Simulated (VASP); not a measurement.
Set up this calculation in VASP 6.6.1, as the native input.

```yaml
Task: single point
Functional: PBE
Potentials_or_basis: VASP PAW PBE potentials, release 64 (Al, Ga_d, Sb)
Cutoff: 500 eV
k_mesh: 8 × 8 × 4
Occupations: gaussian, width 0.1 eV
Spin: no spin polarisation
Dipole_correction: no
Further_INCAR_settings: ALGO = Normal; EDIFF = 1e-06; NBANDS = 41
```

The structure of AlGa3Sb4 lies in POSCAR:

```
AlGa3Sb4
1.0
    4.3982797000      0.0000000000      0.0000000000
    0.0000000000      4.3982797000      0.0000000000
    0.0000000000      0.0000000000     12.4213562000
Al Ga Sb
1 3 4
Direct
    0.0000000000      0.0000000000      0.5000000000
    0.0000000000      0.0000000000      0.0000000000
    0.5000000000      0.5000000000      0.2495650000
    0.5000000000      0.5000000000      0.7504350000
    0.5000000000      0.0000000000      0.1248070000
    0.0000000000      0.5000000000      0.3747940000
    0.5000000000      0.0000000000      0.6252060000
    0.0000000000      0.5000000000      0.8751930000
```

One way to write it, as run:

INCAR

```
SYSTEM = AlGa3Sb4
  PREC = Accurate
  ENCUT = 500
  EDIFF = 1E-6
  ISMEAR = 0
  SIGMA = 0.1
  LREAL = .False.
  LASPH = .True.
  NELM = 120
  ALGO = Normal
  ISIF = 2
  LWAVE = .False.
  LCHARG = .True.
  GGA = PE
  LELF = .True.
  LVHAR = .True.
  NBANDS = 41
  GGA_COMPAT = .False.
```

KPOINTS

```
Automatic mesh
0
Gamma
  8 8 4
  0 0 0
```

Potentials or basis: VASP PAW PBE potentials, release 64 (Al, Ga_d, Sb).

Command:

```sh
$ cat potpaw_PBE.64/Al/POTCAR potpaw_PBE.64/Ga_d/POTCAR potpaw_PBE.64/Sb/POTCAR > POTCAR
$ mpirun -np 1 vasp_std > vasp.out
```

It gave:

```json
{
  "Pressure": "0.1 GPa",
  "Largest force": "0.010 eV/Å"
}
```

It took 5.2 min on 1 thread of AMD EPYC 7R43 64-Core Processor (Zen 3) (shared host), peak memory 0.5 GiB.
